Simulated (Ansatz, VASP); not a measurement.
Two plane-wave programs on ZnO

```
Zn O
1.0
     3.23007    0.00000    0.00000
    -1.61503    2.79732    0.00000
     0.00000    0.00000    5.21411
Zn O
2 2
Direct
  0.33333 0.66667 0.50003
  0.66667 0.33333 0.00003
  0.66667 0.33333 0.37898
  0.33333 0.66667 0.87898
```

Alike in both runs: functional PBEsol; k mesh 10 × 10 × 6; occupations fermi-dirac, width 0.05 eV; no spin polarisation.

Ansatz relaxed the structure, and its values are those at the end. VASP's run is a single point on that final structure, the one shown.

|  | VASP | Ansatz |
| --- | --- | --- |
| version | VASP 6.6.1 | Ansatz 0.2.0 |
| potentials or method | VASP PAW PBE potentials, release 64 (Zn, O) | PAW with Ansatz's default frozen-core files, scalar-relativistic |
| plane-wave cutoff (eV) | 520 | 420 |
| valence electrons in the cell | 36 | 36 |

Ansatz gave:

- pressure (GPa): 0.0

Question: Which values does VASP return?

Answer: Pressure (GPa): 1.0.

VASP's potentials were made for PBE, not for PBEsol.
